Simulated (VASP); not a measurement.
# NbCd3: electric field gradients with LDA

The system is NbCd3.

```
CELL_PARAMETERS angstrom
4.21500 0.02107 0.02107
0.02107 4.21500 0.02107
0.02107 0.02107 4.21500
ATOMIC_POSITIONS crystal
Nb 0.00000 0.00000 0.00000
Cd 0.00000 0.50000 0.50000
Cd 0.50000 0.00000 0.50000
Cd 0.50000 0.50000 0.00000
```

This cell differs from its parent crystal: equal xy, yz and zx shear strains of +1 %.

```yaml
Program: VASP 6.6.1
Task: electric field gradients
Functional: LDA
Potentials_or_basis: VASP PAW LDA potentials, release 64 (Nb_sv, Cd)
Cutoff: 520 eV
k_mesh: 9 × 9 × 9
Occupations: fermi-dirac, width 0.08 eV
Spin: no spin polarisation
Dipole_correction: no
Further_INCAR_settings: ALGO = Normal; EDIFF = 1e-08; NBANDS = 32
```

| Property | Result |
| --- | --- |
| Pressure | -1.6 GPa |
| Band gap on the k mesh | zero (an odd number of electrons rules out a gap without spin polarisation) |
| Largest electric field gradient by atom | Nb +10.2; Cd +112.8 V/Å² |

Stress tensor (GPa, compression positive):
```
-1.65 -0.74 -0.74
-0.74 -1.65 -0.74
-0.74 -0.74 -1.65
```

Levels at points of the mesh, in eV from the Fermi level:
```
           k point  band 21  band 22  band 23  band 24  band 25  band 26  band 27  band 28
(0.00, 0.00, 0.00)    -0.94    -0.94     0.16     0.22     0.22     1.29     1.29     1.30
```

Electric field gradients, principal values (V/Å²):
```
atom    least   middle  greatest (by size)
1 Nb   -5.098   -5.098              10.197
2 Cd  -50.942  -61.906             112.848
3 Cd  -50.942  -61.906             112.848
4 Cd  -50.942  -61.906             112.848
```

Wall time 2.6 min on 1 thread of Intel(R) Xeon(R) Platinum 8259CL CPU @ 2.50GHz (Skylake/Cascade Lake), on a shared host, peak memory 0.28 GiB.

Caveat: the cell differs from its parent crystal (equal xy, yz and zx shear strains of +1 %); without QUAD_EFG the Cq values of the log hold for a quadrupole moment of 1 mb, not for the nuclei.
